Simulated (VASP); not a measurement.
Wanted: the native input for a VASP 6.6.1 run.

```
Task                   : single point
Functional             : PBEsol
Potentials or basis    : VASP PAW PBE potentials, release 64 (Sc_sv, Al)
Cutoff                 : 520 eV
k mesh                 : 12 × 12 × 12
Occupations            : gaussian, width 0.15 eV
Spin                   : no spin polarisation
Dipole correction      : no
Further INCAR settings : ALGO = Normal; EDIFF = 1e-07; NBANDS = 18
```

The structure of ScAl3 lies in POSCAR:

```
ScAl3
1.0
    4.3970025054      0.0000000000      0.0000000000
    0.0000000000      4.3970025054      0.0000000000
    0.0000000000      0.0000000000      4.3970025054
Sc Al
1 3
Direct
    0.0000000000      0.0000000000      0.0000000000
    0.5000000000      0.0000000000      0.5000000000
    0.0000000000      0.5000000000      0.5000000000
    0.5000000000      0.5000000000      0.0000000000
```

This cell differs from its parent crystal: strain +0.080 along x and y, +0.080 along z.

The input as run:

INCAR

```
SYSTEM = ScAl3
PREC = Accurate
ENCUT = 520
EDIFF = 1E-7
ISMEAR = 0
SIGMA = 0.15
LREAL = .FALSE.
LASPH = .TRUE.
NELM = 60
ALGO = Normal
ISIF = 2
LWAVE = .FALSE.
LCHARG = .TRUE.
GGA = PS
LELF = .TRUE.
LVHAR = .TRUE.
NBANDS = 18
```

KPOINTS

```
Automatic mesh
0
G
  12 12 12
  0 0 0
```

Potentials or basis: VASP PAW PBE potentials, release 64 (Sc_sv, Al).

Launch:

```console
$ cat potpaw_PBE.64/Sc_sv/POTCAR potpaw_PBE.64/Al/POTCAR > POTCAR
$ mpirun -np 1 vasp_std > vasp.out
```

It gave:

* Pressure: -12.8 GPa
* Band gap on the k mesh: zero (band 10 reaches 5.63 eV, above the bottom of band 11 at 2.73 eV)

Caveat: the cell differs from its parent crystal (strain +0.080 along x and y, +0.080 along z); the PAW data sets were made with another functional, which shifts forces and pressure a little.

It took 2.7 min on 1 thread of AMD EPYC 7R43 64-Core Processor (Zen 3) (shared host), peak memory 0.24 GiB.
